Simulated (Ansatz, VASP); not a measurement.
One calculation of Br, two programs

Contents of INCAR:

```
SYSTEM = Br
PREC = Accurate
ENCUT = 520
EDIFF = 1E-6
ISMEAR = 0
SIGMA = 0.15
LREAL = .FALSE.
LASPH = .TRUE.
NELM = 60
ALGO = Normal
ISIF = 2
LWAVE = .FALSE.
LCHARG = .TRUE.
GGA = PE
IVDW = 12
LELF = .TRUE.
LVHAR = .TRUE.
NBANDS = 10
```

File KPOINTS:

```
regular mesh
0
G
  22 22 22
  0 0 0
```

The input POSCAR:

```
Br
1.0
   -1.3505500000      1.3505500000      3.0415500000
    1.3505500000     -1.3505500000      3.0415500000
    1.3505500000      1.3505500000     -3.0415500000
Br
1
Direct
    0.0000000000      0.0000000000      0.0000000000
```

Input for Ansatz:

```yaml
crystal:
  lattice:
    - [-1.35055, 1.35055, 3.04155]
    - [1.35055, -1.35055, 3.04155]
    - [1.35055, 1.35055, -3.04155]
  atoms:
    - { symbol: Br, position: [0.0, 0.0, 0.0] }
basis:
  ecutwfc: 420
kpoints:
  mp_grid: { grid: [22, 22, 22] }
hamiltonian:
  xc: pbe
  dispersion: d3bj
scf:
  occupations: { method: gaussian, width: 0.15 }
output:
  forces: true
  stress: true
  eigenvalues: true
```

Alike in both runs: task single point; functional PBE; dispersion D3(BJ); k mesh 22 × 22 × 22; occupations gaussian, width 0.15 eV; no spin polarisation.

|  | VASP | Ansatz |
| --- | --- | --- |
| version | VASP 6.6.1 | Ansatz 0.2.0 |
| potentials or method | VASP PAW PBE potentials, release 64 (Br), cutoff 520 eV | scalar-relativistic, plane waves, PAW |
| valence electrons in the cell | 7 | 7 |

|  | VASP | Ansatz | Ansatz less VASP |
| --- | --- | --- | --- |
| gap on the k mesh at the Fermi level (eV) | none | none | - |
| pressure (GPa) | 11.2 | 11.2 | -0.01 |
| traceless stress, the component that is largest in VASP (GPa) | -3.84 | -3.81 | +0.024 |

A gap of «none» marks a metal or a gap that the smearing closes.
